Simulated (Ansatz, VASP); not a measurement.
One calculation of MgO, two programs

The input INCAR:

```
SYSTEM = MgO
PREC = Accurate ; ENCUT = 520
EDIFF = 1E-6 ; ISMEAR = 0
SIGMA = 0.05 ; LREAL = .False.
LASPH = .True. ; NELM = 80
ALGO = Normal ; ISIF = 2
LWAVE = .False. ; LCHARG = .False.
GGA = PS ; NBANDS = 11
```

File KPOINTS:

```
regular mesh
0
Gamma
  10 10 10
  0 0 0
```

File POSCAR:

```
MgO
1.0
    0.0000000000      2.1071057202      2.1071057202
    2.1071057202      0.0000000000      2.1071057202
    2.1071057202      2.1071057202      0.0000000000
Mg O
1 1
Direct
    0.0296615397     -0.0296615397      0.0296615397
    0.5000000000      0.5000000000      0.5000000000
```

Input for Ansatz:

```yaml
crystal:
  lattice:
    - [0.0, 2.1071057202, 2.1071057202]
    - [2.1071057202, 0.0, 2.1071057202]
    - [2.1071057202, 2.1071057202, 0.0]
  atoms:
    - { symbol: Mg, position: [0.0296615397, -0.0296615397, 0.0296615397] }
    - { symbol: O, position: [0.5, 0.5, 0.5] }
basis:
  ecutwfc: 420
kpoints:
  mp_grid: { grid: [10, 10, 10] }
hamiltonian:
  xc: pbesol
scf:
  occupations: { method: gaussian, width: 0.05 }
output:
  forces: true
  stress: true
  eigenvalues: true
```

Change from the starting cell: all Mg atoms moved +0.125 Å, as atom 1 along Cartesian [0 1 0].

Alike in both runs: task single point; functional PBEsol; k mesh 10 × 10 × 10; occupations gaussian, width 0.05 eV; no spin polarisation.

|  | VASP | Ansatz |
| --- | --- | --- |
| version | VASP 6.6.1 | Ansatz 0.2.0 |
| potentials or method | VASP PAW PBE potentials, release 64 (Mg, O), cutoff 520 eV | scalar-relativistic, plane waves, PAW |
| valence electrons in the cell | 8 | 16 |

Ansatz gave:

| Item | Value |
| --- | --- |
| gap on the k mesh at the Fermi level (eV) | 4.61 |
| least direct gap on the mesh (eV) | 4.61 |
| pressure (GPa) | 1.5 |
| traceless stress, the component that is largest in VASP (GPa) | 3.74 |
| rms of the force components (eV/Å) | 0.428 |

Question: Estimate VASP's values.

Answer: gap on the k mesh at the Fermi level (eV): 4.62; least direct gap on the mesh (eV): 4.62; pressure (GPa): 1.1; traceless stress, the component that is largest in VASP (GPa): 3.79; rms of the force components (eV/Å): 0.433.

VASP's potentials were made for PBE, not for PBEsol. Atom by atom the forces differ by 0.005 eV/Å (rms over components). VASP's potentials hold 8 valence electrons a cell and Ansatz's 16, so a difference there can come from the potentials and not from the codes.
